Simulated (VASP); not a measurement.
# NaH (P6_3/mmc) in VASP: single point with HSE06

Aim: the single point of NaH with HSE06.

Everything below comes from runs of VASP 6.6.1. Logs are shortened: lines on timing, memory, paths and dates and some standing lists are left out, and cuts for length are marked.

## Step 1: The cell of the first run

It takes space group P6_3/mmc (No. 194, hexagonal). The conventional cell has a = 3.756 Å, b = 3.756 Å, c = 4.587 Å, α = 90.00°, β = 90.00°, γ = 120.00°. Within 2.9 Å of Na (site symmetry -6m2) lie 5 H at 2.17 to 2.29 Å. H (site symmetry -6m2) has 5 Na at 2.17 to 2.29 Å within 2.9 Å.

## Step 2: Single point, HSE06 (strain -5.0%)

Contents of POSCAR:

```
NaH
1.0
    3.7556174745      0.0000000000      0.0000000000
   -1.8778087372      3.2524601398      0.0000000000
    0.0000000000      0.0000000000      4.5868776986
Na H
2 2
Direct
    0.3333333333      0.6666666667     -0.0625000000
    0.6666666667      0.3333333333      0.4375000000
    0.3333333333      0.6666666667      0.4375000000
    0.6666666667      0.3333333333      0.9375000000
```

Contents of INCAR.step1:

```
SYSTEM = NaH
PREC = Accurate
ENCUT = 520
EDIFF = 1E-5
ISMEAR = 0
SIGMA = 0.01
LREAL = .False.
LASPH = .True.
NELM = 80
ALGO = Normal
ISIF = 2
LWAVE = .True.
LCHARG = .False.
GGA = PE
NBANDS = 16
```

Contents of INCAR.step2:

```
SYSTEM = NaH
PREC = Accurate
ENCUT = 520
EDIFF = 1E-7
ISMEAR = 0
SIGMA = 0.01
LREAL = .False.
LASPH = .True.
NELM = 80
ALGO = Normal
ISIF = 2
LWAVE = .False.
LCHARG = .False.
GGA = PE
LHFCALC = .True.
HFSCREEN = 0.2079
PRECFOCK = Normal
ISTART = 1
NBANDS = 16
```

Contents of KPOINTS:

```
regular mesh
0
Gamma
  6 6 4
  0 0 0
```

Potentials or basis: VASP PAW PBE potentials, release 64 (Na_pv, H).

Command:

```bash
$ cat potpaw_PBE.64/Na_pv/POTCAR potpaw_PBE.64/H/POTCAR > POTCAR
$ cp INCAR.step1 INCAR
$ mpirun -np 1 vasp_std > vasp.out
$ cp INCAR.step2 INCAR
$ mpirun -np 1 vasp_std > vasp.out
```

OUTCAR:

```text
SYSTEM = NaH
   PREC = Accurate
   ENCUT = 520
   EDIFF = 1E-7
   ISMEAR = 0
   LREAL = .False.
   LASPH = .True.
   NELM = 80
   ISIF = 2
   GGA = PE
   LHFCALC = .True.
   HFSCREEN = 0.2079
   PRECFOCK = Normal
   ISTART = 1

 ion  position               nearest neighbor table
   1  0.333  0.667  0.938-
   2  0.667  0.333  0.438-
   3  0.333  0.667  0.438-
   4  0.667  0.333  0.938-

  LATTYP: Found a hexagonal cell.
 ALAT       =     3.7556174745
 C/A-ratio  =     1.2213378305

  Lattice vectors:

 A1 = (   3.7556174745,   0.0000000000,   0.0000000000)
 A2 = (  -1.8778087372,   3.2524601398,   0.0000000000)
 A3 = (   0.0000000000,   0.0000000000,   4.5868776986)

Analysis of symmetry for initial positions (statically):
=====================================================================
 Subroutine PRICEL returns:
 Original cell was already a primitive cell.

 Routine SETGRP: Setting up the symmetry group for a
 hexagonal supercell.

 Subroutine GETGRP returns: Found 24 space group operations
 (whereof  6 operations were pure point group operations)
 out of a pool of 24 trial point group operations.

The static configuration has the point symmetry C_3v.
 The point group associated with its full space group is D_6h.

Analysis of symmetry for dynamics (positions and initial velocities):
=====================================================================
 Subroutine PRICEL returns:
 Original cell was already a primitive cell.

 Routine SETGRP: Setting up the symmetry group for a
 hexagonal supercell.

 Subroutine GETGRP returns: Found 24 space group operations
 (whereof  6 operations were pure point group operations)
 out of a pool of 24 trial point group operations.

The dynamic configuration has the point symmetry C_3v.
 The point group associated with its full space group is D_6h.

 Subroutine INISYM returns: Found 24 space group operations
 (whereof  6 operations are pure point group operations),
 and found     1 'primitive' translations

----------------------------------------------------------------------------------------

                                     Primitive cell
[... 96 lines left out ...]
   NFREE  =      0    steps in history (QN), initial steepest desc. (CG)
   ISIF   =      2    stress and relaxation
   ISYM   =      3    0-nonsym 1-usesym 2-fastsym
   POTIM  = 0.5000    time-step for ionic-motion
   TEBEG  =    0.0;   TEEND  =   0.0 temperature during run
   PSTRESS=    0.0 pullay stress
   NELECT =      16.0000    total number of electrons
   NUPDOWN=      -1.0000    fix difference up-down
   EMIN   =  10.00;   EMAX   =-10.00  energy-range for DOS
   EFERMI =   0.00;   METHOD = LEGACY
   ISMEAR =     0;   SIGMA  =   0.01  broadening in eV -4-tet -1-fermi 0-gaus
   EFERMI_NEDOS =   21; number of points for ismear=-14 and -15
   IALGO  =     38    algorithm
   IMIX   =      1    mixing-type and parameters
     AMIX     =   0.40;   BMIX     =  1.00
     AMIX_MAG =   1.60;   BMIX_MAG =  1.00
  volume/ion in A,a.u.               =      14.01        94.53
  Fermi-wavevector in a.u.,A,eV,Ry     =   1.078064  2.037246 15.812999  1.162223
  Thomas-Fermi vector in A             =   2.213993
   LORBIT       =      0    0 simple, 1 ext, 2 COOP (PROOUT), +10 PAW based schemes
   GGA     = PE    functional components
   LHFCALC =     T    Hartree Fock is set to
   PRECFOCK=normal    Normal, Fast or Accurate (Low or Medium for compatibility)
   ENCUT4O =  -1.0   cutoff for four orbital integrals eV
   NKREDX  =     1    reduce k-point grid by
   NKREDY  =     1    reduce k-point grid by
   NKREDZ  =     1    reduce k-point grid by
   AEXX    =    0.2500 exact exchange contribution
   HFSCREEN=    0.2079 screening length (either q_TF or 0.3 A-1)
   HFSCREENC=   0.2079 screening length for correlation (either q_TF or 0.3 A-1)
   ENCUTFOCK=  -1.0 apply spherical cutoff to Coloumb kernel
   IVDW    =     0    specifies the selected vdW correction
   LEPSILON=     F    determine dielectric tensor
   LRPA    =     F    only Hartree local field effects (RPA)
 non-spin polarized calculation
 Gauss-broadening in eV      SIGMA  =   0.01
  energy-cutoff  :      520.00
  volume of cell :       56.03
 maximum number of plane-waves:      1524
 NGX is ok and might be reduce to    28
  NGX = 24; NGY = 24; NGZ = 28

 number of electron      16.0000002 magnetization

 Free energy of the ion-electron system (eV)
  ---------------------------------------------------
  ext. energy  EPLUGINS =         0.00000000
  ---------------------------------------------------
  free energy    TOTEN  =       -11.29598683 eV

  energy without entropy =      -11.29598683  energy(sigma->0) =      -11.29598683

 E-fermi :  -1.6403     XC(G=0):  -6.3760

 val. band max:       -1.6901290501   @ k =   0.1667   0.0000   0.0000
 cond. band min:       2.6454990878   @ k =   0.3333   0.3333   0.0000
 fundamental gap:      4.3356281379
 Fermi energy:        -1.6403012030

 k-point     1 :       0.0000    0.0000    0.0000
  band No.  band energies     occupation
      1     -26.0517      2.00000
      2     -25.9917      2.00000
      3     -25.9917      2.00000
      4     -25.9496      2.00000
      5     -25.9496      2.00000
      6     -25.9197      2.00000
[... 376 lines left out ...]
      3     -25.9885      2.00000
      4     -25.9885      2.00000
      5     -25.9311      2.00000
      6     -25.9311      2.00000
[... 8 lines left out ...]
     15      15.5585      0.00000
     16      15.5585      0.00000

------------------------ aborting loop because EDIFF is reached ----------------------------------------

  FORCE on cell =-STRESS in cart. coord.  units (eV):
  Direction    XX          YY          ZZ          XY          YZ          ZX
  --------------------------------------------------------------------------------------
  -------------------------------------------------------------------------------------
  Total        1.4606720      1.4606720      1.5368732      0.0000000      0.0000000      0.0000000
  in kB       41.7688758     41.7688758     43.9478994      0.0000000      0.0000000      0.0000000
  external PRESSURE =      42.4952170 kB  Pullay stress =       0.0000000 kB

 VOLUME and BASIS-vectors are now :
 -----------------------------------------------------------------------------
  energy-cutoff  :      520.00
  volume of cell :       56.03
      direct lattice vectors                 reciprocal lattice vectors
     3.755617475  0.000000000  0.000000000     0.266267799  0.153729786  0.000000000
    -1.877808737  3.252460140  0.000000000     0.000000000  0.307459571  0.000000000
     0.000000000  0.000000000  4.586877699     0.000000000  0.000000000  0.218013225

 POSITION                                       TOTAL-FORCE (eV/Angst)
 -----------------------------------------------------------------------------------
     -0.00000      2.16831      4.30020         0.000000     -0.000000      0.000000
      1.87781      1.08415      2.00676        -0.000000      0.000000     -0.000000
     -0.00000      2.16831      2.00676        -0.000000      0.000000      0.000000
      1.87781      1.08415      4.30020         0.000000     -0.000000      0.000000
 -----------------------------------------------------------------------------------
    total drift:                                0.000000      0.000000      0.000000

  FREE ENERGIE OF THE ION-ELECTRON SYSTEM (eV)
  ---------------------------------------------------
  free  energy   TOTEN  =       -11.2959868267 eV

  energy  without entropy=      -11.2959868267  energy(sigma->0) =      -11.29598683
```

OUTCAR.step1:

```text
SYSTEM = NaH
   PREC = Accurate
   ENCUT = 520
   EDIFF = 1E-5
   ISMEAR = 0
   LREAL = .False.
   LASPH = .True.
   NELM = 80
[... 624 lines left out ...]
      1.87781      1.08415      2.00676         0.000000      0.000000      0.000000
     -0.00000      2.16831      2.00676        -0.000000     -0.000000     -0.000000
      1.87781      1.08415      4.30020        -0.000000     -0.000000     -0.000000
 -----------------------------------------------------------------------------------
    total drift:                               -0.000000      0.000000      0.000000

  FREE ENERGIE OF THE ION-ELECTRON SYSTEM (eV)
  ---------------------------------------------------
  free  energy   TOTEN  =        -9.9416813572 eV

  energy  without entropy=       -9.9416813572  energy(sigma->0) =       -9.94168136
```

OSZICAR.step1:

```text
N       E                     dE             d eps       ncg     rms          rms(c)
DAV:   1     0.118293410334E+03    0.11829E+03   -0.85472E+03   672   0.111E+03
DAV:   2    -0.495454665946E+01   -0.12325E+03   -0.11828E+03   728   0.311E+02
DAV:   3    -0.109731851099E+02   -0.60186E+01   -0.60051E+01   872   0.712E+01
DAV:   4    -0.110495032028E+02   -0.76318E-01   -0.76316E-01   752   0.919E+00
DAV:   5    -0.110507845458E+02   -0.12813E-02   -0.12813E-02   872   0.113E+00    0.512E+00
DAV:   6    -0.101683680676E+02    0.88242E+00   -0.32566E-01   920   0.398E+00    0.240E+00
DAV:   7    -0.992250718311E+01    0.24586E+00   -0.44827E-01   856   0.326E+00    0.543E-01
DAV:   8    -0.994080171503E+01   -0.18295E-01   -0.35229E-02   680   0.167E+00    0.144E-01
DAV:   9    -0.994170003951E+01   -0.89832E-03   -0.48224E-03   728   0.641E-01    0.492E-02
DAV:  10    -0.994162641221E+01    0.73627E-04   -0.31392E-04   728   0.126E-01    0.134E-02
DAV:  11    -0.994168584356E+01   -0.59431E-04   -0.57483E-05   672   0.442E-02    0.145E-02
DAV:  12    -0.994168135719E+01    0.44864E-05   -0.49840E-06   688   0.156E-02
   1 F= -.99416814E+01 E0= -.99416814E+01  d E =-.490966E-18
```

Run time: 1.5 h. Hardware: 1 thread of Intel Xeon 8259CL, shared host; peak memory 0.26 GiB.

Results:

```
Free energy            : -11.2960 eV
Pressure               : 4.2 GPa
Band gap on the k mesh : 4.34 eV (least direct gap 5.42 eV)
```

Stress tensor (GPa, compression positive):
```
4.18 0.00 0.00
0.00 4.18 0.00
0.00 0.00 4.39
```

Levels at points of the mesh, in eV from the valence-band top:
| k point | band 4 | band 5 | band 6 | band 7 | band 8 | band 9 | band 10 | band 11 | band 12 | band 13 |
| --- | --- | --- | --- | --- | --- | --- | --- | --- | --- | --- |
| (0.00, 0.00, 0.00) | -24.26 | -24.26 | -24.23 | -4.10 | -0.02 | 6.32 | 9.98 | 12.59 | 12.59 | 12.69 |
| (0.50, 0.00, 0.00) | -24.30 | -24.27 | -24.26 | -1.82 | -0.72 | 5.01 | 9.43 | 9.59 | 9.64 | 9.76 |
| (0.00, 0.00, 0.50) | -24.28 | -24.28 | -24.28 | -2.45 | -2.45 | 8.87 | 8.87 | 13.22 | 13.22 | 13.22 |
| (0.50, 0.00, 0.50) | -24.29 | -24.25 | -24.25 | -0.98 | -0.98 | 5.20 | 5.20 | 10.57 | 10.57 | 11.26 |

Caveat: the cell differs from its parent crystal (strain -5.0%); the cell stands under pressure; the structure was generated, so it needn't be the stable form of NaH; the PAW data sets were made with another functional, which shifts forces and pressure a little. A k mesh can miss the band edges.
